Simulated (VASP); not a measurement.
# AlN (P1) in VASP: a series of runs

The runs below take AlN through single point, with PBE.

Everything below comes from runs of VASP 6.6.1. Logs are shortened: lines on timing, memory, paths and dates and some standing lists are left out, and cuts for length are marked.

### Step 1. The cell of the first run

The typed cell holds 2 atoms: a = 3.105 Å, b = 3.138 Å, c = 3.136 Å, α = 63.25°, β = 60.13°, γ = 60.16°.

### Step 2. Single point, PBE

File INCAR:

```
PREC = Accurate ; ENCUT = 520
EDIFF = 1E-6 ; ISMEAR = 0
SIGMA = 0.01 ; LREAL = F
LASPH = T ; NELM = 100
ALGO = Normal ; ISIF = 2
LWAVE = F ; LCHARG = T
GGA = PE ; LELF = T
LVHAR = T ; NBANDS = 11
```

File KPOINTS:

```
Automatic mesh
0
Gamma
  6 6 6
```

File POSCAR:

```
AlN
1.0
    0.0066516678      2.1953784256      2.1954613904
    2.1713914119     -0.0629738784      2.2650677013
    2.1697336973      2.2635057043     -0.0615040932
Al N
1 1
Direct
   -0.0030438194     -0.0173067510     -0.0039803551
    0.7485865645      0.7349416558      0.7449596404
```

Potentials or basis: VASP PAW PBE potentials, release 64 (Al, N).

Launch:

```console
cat potpaw_PBE.64/Al/POTCAR potpaw_PBE.64/N/POTCAR > POTCAR
mpirun -np 1 vasp_std > vasp.out
```

OUTCAR:

```text
PREC = Accurate
   ENCUT = 520
   EDIFF = 1E-6
   ISMEAR = 0
   LREAL = F
   LASPH = T
   NELM = 100
   ISIF = 2
   GGA = PE

 ion  position               nearest neighbor table
   1  0.997  0.983  0.996-   2 1.89   2 1.89   2 1.97   2 1.98
   2  0.749  0.735  0.745-   1 1.89   1 1.89   1 1.97   1 1.98

  LATTYP: Found a triclinic cell.
 ALAT       =     5.4025309428
 B/A-ratio  =     0.5746935589
 C/A-ratio  =     0.6090117086
 COS(alpha) =     0.0000397918
 COS(beta)  =     0.3049352644
 COS(gamma) =     0.8637793546

  Lattice vectors:

 A1 = (   2.1780430797,   2.1324045472,   4.4605290917)
 A2 = (   0.0066516678,   2.1953784256,   2.1954613904)
 A3 = (   0.0016577146,  -2.3264795827,   2.3265717945)

Analysis of symmetry for initial positions (statically):
=====================================================================
 Subroutine PRICEL returns:
 Original cell was already a primitive cell.

 Routine SETGRP: Setting up the symmetry group for a
 triclinic supercell.

 Subroutine GETGRP returns: Found  1 space group operations
 (whereof  1 operations were pure point group operations)
 out of a pool of  2 trial point group operations.

The static configuration has the point symmetry C_1 .

Analysis of symmetry for dynamics (positions and initial velocities):
=====================================================================
 Subroutine PRICEL returns:
 Original cell was already a primitive cell.

 Routine SETGRP: Setting up the symmetry group for a
 triclinic supercell.

 Subroutine GETGRP returns: Found  1 space group operations
 (whereof  1 operations were pure point group operations)
 out of a pool of  2 trial point group operations.

The dynamic configuration has the point symmetry C_1 .

 Subroutine INISYM returns: Found  1 space group operations
 (whereof  1 operations are pure point group operations),
 and found     1 'primitive' translations

----------------------------------------------------------------------------------------

                                     Primitive cell

  volume of cell :      22.1391

  direct lattice vectors                    reciprocal lattice vectors
     0.006651668  2.195378426  2.195461390    -0.231406148  0.228019498  0.228175341
     2.171391412 -0.062973878  2.265067701     0.230563459 -0.215183940  0.214477262
[... 85 lines left out ...]
   EDIFF  = 0.1E-05   stopping-criterion for ELM
   LREAL  =      F    real-space projection
   EDIFFG = 0.1E-04   stopping-criterion for IOM
   NSW    =      0    number of steps for IOM
   IBRION =     -1    ionic relax: 0-MD 1-quasi-New 2-CG
   NFREE  =      0    steps in history (QN), initial steepest desc. (CG)
   ISIF   =      2    stress and relaxation
   ISYM   =      2    0-nonsym 1-usesym 2-fastsym
   POTIM  = 0.5000    time-step for ionic-motion
   TEBEG  =    0.0;   TEEND  =   0.0 temperature during run
   PSTRESS=    0.0 pullay stress
   NELECT =       8.0000    total number of electrons
   NUPDOWN=      -1.0000    fix difference up-down
   EMIN   =  10.00;   EMAX   =-10.00  energy-range for DOS
   EFERMI =   0.00;   METHOD = LEGACY
   ISMEAR =     0;   SIGMA  =   0.01  broadening in eV -4-tet -1-fermi 0-gaus
   EFERMI_NEDOS =   21; number of points for ismear=-14 and -15
   IALGO  =     38    algorithm
   IMIX   =      4    mixing-type and parameters
     AMIX     =   0.40;   BMIX     =  1.00
     AMIX_MAG =   1.60;   BMIX_MAG =  1.00
  volume/ion in A,a.u.               =      11.07        74.70
  Fermi-wavevector in a.u.,A,eV,Ry     =   1.166053  2.203521 18.499562  1.359679
  Thomas-Fermi vector in A             =   2.302571
   LORBIT       =      0    0 simple, 1 ext, 2 COOP (PROOUT), +10 PAW based schemes
   GGA     = PE    functional components
   LHFCALC =     F    Hartree Fock is set to
   AEXX    =    0.0000 exact exchange contribution
   IVDW    =     0    specifies the selected vdW correction
   LEPSILON=     F    determine dielectric tensor
   LRPA    =     F    only Hartree local field effects (RPA)
 non-spin polarized calculation
 Gauss-broadening in eV      SIGMA  =   0.01
  energy-cutoff  :      520.00
  volume of cell :       22.14
 maximum number of plane-waves:       610
   NGX = 11   NGY = 11   NGZ = 11

 number of electron       8.0000000 magnetization

 Free energy of the ion-electron system (eV)
  ---------------------------------------------------
  ext. energy  EPLUGINS =         0.00000000
  ---------------------------------------------------
  free energy    TOTEN  =       -14.77291527 eV

  energy without entropy =      -14.77291527  energy(sigma->0) =      -14.77291527

 E-fermi :   5.6380     XC(G=0): -10.6716

 val. band max:        5.5254156904   @ k =   0.0000   0.0000   0.0000
 cond. band min:       8.5313955231   @ k =   0.0000   0.5000   0.5000
 fundamental gap:      3.0059798328
 Fermi energy:         5.6380192221

 k-point     1 :       0.0000    0.0000    0.0000
  band No.  band energies     occupation
      1      -9.2255      2.00000
      2       5.2674      2.00000
      3       5.4647      2.00000
      4       5.5254      2.00000
      5       9.0160      0.00000
      6      16.7418      0.00000
      7      17.4353      0.00000
      8      18.1222      0.00000
      9      22.0272      0.00000
     10      23.0940      0.00000
     11      23.1213      0.00000
[... 309 lines left out ...]
 k-point    24 :       0.5000   -0.0000    0.1667
  band No.  band energies     occupation
      1      -7.1557      2.00000
      2       0.4034      2.00000
      3       3.7452      2.00000
      4       4.5984      2.00000
      5      12.1967      0.00000
      6      13.6891      0.00000
      7      16.5902      0.00000
      8      17.4966      0.00000
      9      21.5262      0.00000
     10      24.7701      0.00000
     11      25.4213      0.00000

 [... further k-points ...]
[... 5 lines left out ...]
  --------------------------------------------------------------------------------------
  -------------------------------------------------------------------------------------
  Total       -0.4487838     -1.0834748     -1.0853110     -0.0117313      1.5034947     -0.0708363
  in kB      -32.4779082    -78.4096873    -78.5425688     -0.8489791    108.8059896     -5.1263350
  external PRESSURE =     -63.1433881 kB  Pullay stress =       0.0000000 kB

 VOLUME and BASIS-vectors are now :
 -----------------------------------------------------------------------------
  energy-cutoff  :      520.00
  volume of cell :       22.14
      direct lattice vectors                 reciprocal lattice vectors
     0.006651668  2.195378426  2.195461390    -0.231406148  0.228019498  0.228175341
     2.171391412 -0.062973878  2.265067701     0.230563459 -0.215183940  0.214477262
     2.169733697  2.263505704 -0.061504093     0.230855853  0.214649314 -0.215340635

 POSITION                                       TOTAL-FORCE (eV/Angst)
 -----------------------------------------------------------------------------------
      4.30154      4.38131      4.35339         0.393656      0.007142      0.084988
      3.21719      3.28337      3.26237        -0.393656     -0.007142     -0.084988
 -----------------------------------------------------------------------------------
    total drift:                               -0.000449     -0.000021      0.000014

  FREE ENERGIE OF THE ION-ELECTRON SYSTEM (eV)
  ---------------------------------------------------
  free  energy   TOTEN  =       -14.7729152681 eV

  energy  without entropy=      -14.7729152681  energy(sigma->0) =      -14.77291527
```

OSZICAR:

```text
N       E                     dE             d eps       ncg     rms          rms(c)
DAV:   1     0.114138734426E+02    0.11414E+02   -0.37847E+03  2520   0.599E+02
DAV:   2    -0.160804164275E+02   -0.27494E+02   -0.26531E+02  2966   0.135E+02
DAV:   3    -0.170611452022E+02   -0.98073E+00   -0.97952E+00  3024   0.244E+01
DAV:   4    -0.170665204229E+02   -0.53752E-02   -0.53748E-02  2809   0.198E+00
DAV:   5    -0.170665879214E+02   -0.67498E-04   -0.67498E-04  2997   0.214E-01    0.838E+00
DAV:   6    -0.147822563958E+02    0.22843E+01   -0.12116E+01  2872   0.171E+01    0.278E+00
DAV:   7    -0.147803124890E+02    0.19439E-02   -0.15205E-01  2743   0.317E+00    0.199E+00
DAV:   8    -0.147744833092E+02    0.58292E-02   -0.33228E-02  2725   0.170E+00    0.591E-01
DAV:   9    -0.147728502424E+02    0.16331E-02   -0.48518E-03  2935   0.420E-01    0.230E-01
DAV:  10    -0.147729030079E+02   -0.52766E-04   -0.47658E-04  2743   0.145E-01    0.177E-02
DAV:  11    -0.147729146356E+02   -0.11628E-04   -0.14275E-05  2938   0.296E-02    0.732E-03
DAV:  12    -0.147729152681E+02   -0.63242E-06   -0.14628E-06  2734   0.862E-03
   1 F= -.14772915E+02 E0= -.14772915E+02  d E =-.224059E-59
```

It took 6.9 s on 1 thread of Intel Xeon 6975P-C (Granite Rapids), shared host; peak memory 0.15 GiB.

Results:

```yaml
Free_energy: -14.7729 eV
Pressure: -6.3 GPa
Largest_force: 0.403 eV/Å
Band_gap_on_the_k_mesh: 3.01 eV, indirect (least direct gap 3.49 eV)
```

Forces in eV/Å, atoms in the order of the input:
```
Al   0.394  0.007  0.085
N   -0.394 -0.007 -0.085
```

A k mesh can miss the band edges. PBE gaps usually lie below the measured ones, often by a third to a half.

### Step 3. Single point, PBE

This run uses another cell than the first one, of 11.26 Å³/atom, 1.018 times its volume.

File INCAR:

```
PREC = Accurate ; ENCUT = 520
EDIFF = 1E-7 ; ISMEAR = 0
SIGMA = 0.01 ; LREAL = F
LASPH = T ; NELM = 60
ALGO = Normal ; ISIF = 2
LWAVE = F ; LCHARG = F
GGA = PE ; NBANDS = 11
```

File KPOINTS:

```
regular mesh
0
Gamma
  6 6 6
```

File POSCAR:

```
AlN
1.0
    0.0025327204      2.1792361824      2.1794447160
    2.1770320988     -0.0987000000      2.2806802350
    2.1746190096      2.2782160510     -0.0964539135
Al N
1 1
Direct
   -0.0008297902     -0.0233446211     -0.0090145689
    0.7463725661      0.7409795088      0.7499938206
```

Potentials or basis: VASP PAW PBE potentials, release 64 (Al, N).

Launch:

```console
cat potpaw_PBE.64/Al/POTCAR potpaw_PBE.64/N/POTCAR > POTCAR
mpirun -np 1 vasp_std > vasp.out
```

Run time: 7.5 s. Hardware: 1 thread of Intel Xeon 6975P-C (Granite Rapids), shared host; peak memory 0.15 GiB.

The run converged. Its results:

- Free energy: -14.6562 eV
- Pressure: -6.7 GPa
- Largest force: 1.206 eV/Å
- Band gap on the k mesh: 2.97 eV, indirect (least direct gap 3.28 eV)

Forces in eV/Å, atoms in the order of the input:
```
Al   1.093  0.320  0.396
N   -1.093 -0.320 -0.396
```

Stress tensor (GPa, compression positive):
```
-4.07  1.64  1.30
 1.64 -8.02 17.51
 1.30 17.51 -8.09
```

Levels at points of the mesh, in eV from the valence-band top:
```tsv
k point	band 2	band 3	band 4	band 5	band 6	band 7
(0.00, 0.00, 0.00)	-0.20	-0.17	0.00	3.28	10.75	11.86
(0.50, 0.00, 0.00)	-5.53	-0.81	-0.64	6.04	9.20	9.32
(0.00, 0.50, 0.00)	-5.69	-0.67	-0.28	6.93	9.12	10.95
(0.50, 0.50, 0.00)	-4.92	-1.70	-1.61	3.27	8.26	12.21
(0.00, 0.00, 0.50)	-5.71	-0.68	-0.24	6.91	9.10	10.92
(0.50, 0.00, 0.50)	-4.92	-1.68	-1.63	3.26	8.26	12.21
(0.00, 0.50, 0.50)	-4.50	-2.40	-1.66	2.97	7.80	13.25
(0.50, 0.50, 0.50)	-5.59	-0.80	-0.53	6.05	9.12	9.42
```

Caveat: forces of over 1 eV/Å act on the atoms, so gaps and moduli don't describe the material at rest. A hybrid or GW would open this gap; PBE tends to underestimate it.

### Step 4. Single point, PBE

This run uses another cell than the first one, of 11.25 Å³/atom, 1.016 times its volume.

File INCAR:

```
PREC = Accurate
ENCUT = 520
EDIFF = 1E-6
ISMEAR = 0
SIGMA = 0.01
LREAL = F
LASPH = T
NELM = 100
ALGO = Normal
ISIF = 2
LWAVE = F
LCHARG = F
GGA = PE
NBANDS = 11
```

KPOINTS is that of step 3.

File POSCAR:

```
AlN
1.0
    0.0030931701      2.1810836321      2.1812767510
    2.1765424185     -0.0948322047      2.2792031806
    2.1741996550      2.2768261570     -0.0926578973
Al N
1 1
Direct
   -0.0010441382     -0.0226741753     -0.0084404849
    0.7465869109      0.7403090650      0.7494197404
```

Launch:

```console
cat potpaw_PBE.64/Al/POTCAR potpaw_PBE.64/N/POTCAR > POTCAR
mpirun -np 1 vasp_std > vasp.out
```

Wall time 7.1 s (1 thread of Intel Xeon 6975P-C (Granite Rapids), shared host); peak memory 0.15 GiB.

The run converged. Its results:

```
Free energy            : -14.6723 eV
Pressure               : -6.8 GPa
Largest force          : 1.108 eV/Å
Band gap on the k mesh : 2.97 eV, indirect (least direct gap 3.30 eV)
```

Forces on the atoms (eV/Å):
```
Al   1.014  0.274  0.352
N   -1.014 -0.274 -0.352
```

Stress tensor (GPa, compression positive):
```
-4.07  1.39  1.03
 1.39 -8.14 16.81
 1.03 16.81 -8.21
```

Levels at points of the mesh, in eV from the valence-band top:
| k point | band 1 | band 2 | band 3 | band 4 | band 5 | band 6 | band 7 | band 8 |
| --- | --- | --- | --- | --- | --- | --- | --- | --- |
| (0.00, 0.00, 0.00) | -14.68 | -0.21 | -0.16 | 0.00 | 3.30 | 10.80 | 11.87 | 12.78 |
| (0.50, 0.00, 0.00) | -12.70 | -5.54 | -0.81 | -0.63 | 6.07 | 9.21 | 9.36 | 11.32 |
| (0.00, 0.50, 0.00) | -13.00 | -5.70 | -0.66 | -0.29 | 6.94 | 9.13 | 10.97 | 11.10 |
| (0.50, 0.50, 0.00) | -12.33 | -4.93 | -1.70 | -1.62 | 3.26 | 8.27 | 12.25 | 14.43 |
| (0.00, 0.00, 0.50) | -12.99 | -5.72 | -0.67 | -0.25 | 6.91 | 9.12 | 10.93 | 11.11 |
| (0.50, 0.00, 0.50) | -12.33 | -4.93 | -1.68 | -1.63 | 3.26 | 8.27 | 12.25 | 14.43 |
| (0.00, 0.50, 0.50) | -12.20 | -4.51 | -2.39 | -1.67 | 2.97 | 7.80 | 13.27 | 14.23 |
| (0.50, 0.50, 0.50) | -12.70 | -5.60 | -0.81 | -0.52 | 6.08 | 9.14 | 9.45 | 11.36 |

Caveat: forces of over 1 eV/Å act on the atoms, so gaps and moduli don't describe the material at rest. Expect the measured gap to be larger: semilocal functionals such as PBE lack the derivative discontinuity.

### Step 5. The runs side by side

```csv
cell,gap on the mesh (eV),pressure (GPa),largest force (eV/Å)
"a = 3.105, b = 3.138, c = 3.136 Å, angles 63.3, 60.1, 60.2°, 2 atoms",3.01,-6.3,0.40
"a = 3.082, b = 3.154, c = 3.151 Å, angles 64.4, 60.6, 60.7°, 2 atoms",2.97,-6.7,1.21
"a = 3.085, b = 3.153, c = 3.150 Å, angles 64.3, 60.6, 60.6°, 2 atoms",2.97,-6.8,1.11
```

Alike in all rows: task single point; level PBE; potentials or basis VASP PAW PBE potentials, release 64 (Al, N); no spin polarisation; k mesh 6 × 6 × 6; cutoff (eV) 520; smearing gaussian 0.01 eV.

Caveats: forces of over 1 eV/Å act on the atoms, so gaps and moduli don't describe the material at rest (some runs).

Absolute energies hang on the potentials; compare differences alone.
